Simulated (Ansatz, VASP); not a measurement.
## One calculation of TiAl3, two programs

The input INCAR:

```
PREC = Accurate
ENCUT = 520
EDIFF = 1E-7
ISMEAR = 0
SIGMA = 0.15
LREAL = False
LASPH = True
NELM = 100
ALGO = Fast
ISIF = 2
LWAVE = False
LCHARG = True
GGA = CA
LELF = True
LVHAR = True
NBANDS = 18
```

File KPOINTS:

```
regular mesh
0
Gamma
  16 16 16
```

POSCAR

```
TiAl3
1.0
   -1.9223497458      1.9223497458      4.3158729240
    1.9223497458     -1.9223497458      4.3158729240
    1.9223497458      1.9223497458     -4.3158729240
Ti Al
1 3
Direct
    0.0000000000      0.0000000000      0.0000000000
    0.5000000000      0.5000000000      0.0000000000
    0.7500000000      0.2500000000      0.5000000000
    0.2500000000      0.7500000000      0.5000000000
```

Input for Ansatz:

```yaml
crystal:
  lattice:
    - [-1.9223497458, 1.9223497458, 4.315872924]
    - [1.9223497458, -1.9223497458, 4.315872924]
    - [1.9223497458, 1.9223497458, -4.315872924]
  atoms:
    - { symbol: Ti, position: [0.0, 0.0, 0.0] }
    - { symbol: Al, position: [0.5, 0.5, 0.0] }
    - { symbol: Al, position: [0.75, 0.25, 0.5] }
    - { symbol: Al, position: [0.25, 0.75, 0.5] }
basis:
  ecutwfc: 520.0
kpoints:
  mp_grid: { grid: [16, 16, 16] }
hamiltonian:
  xc: lda
  pseudopotentials: { kind: paw, azcp: { folder: soft_1 } }
scf:
  occupations: { method: gaussian, width: 0.15 }
output:
  forces: true
  stress: true
  eigenvalues: true
```

Alike in both runs: task single point; functional LDA; k mesh 16 × 16 × 16; occupations gaussian, width 0.15 eV; no spin polarisation.

|  | VASP | Ansatz |
| --- | --- | --- |
| version | VASP 6.6.1 | Ansatz 0.2.0 |
| potentials or method | VASP PAW LDA potentials, release 64 (Ti_sv, Al), cutoff 520 eV | scalar-relativistic, plane waves, PAW |
| valence electrons in the cell | 21 | 21 |

Ansatz gave:

* gap on the k mesh at the Fermi level (eV): none
* pressure (GPa): -5.4
* traceless stress, the component that is largest in VASP (GPa): 0.15

Problem. Which values does VASP return?

Solution. gap on the k mesh at the Fermi level (eV): none; pressure (GPa): -5.3; traceless stress, the component that is largest in VASP (GPa): 0.15.

Ansatz warns that its potentials were made for another functional, while VASP's fit it. LDA's correlation is that of Perdew and Zunger in VASP and of Perdew and Wang (1992) in Ansatz. A gap of «none» marks a metal or a gap that the smearing closes.
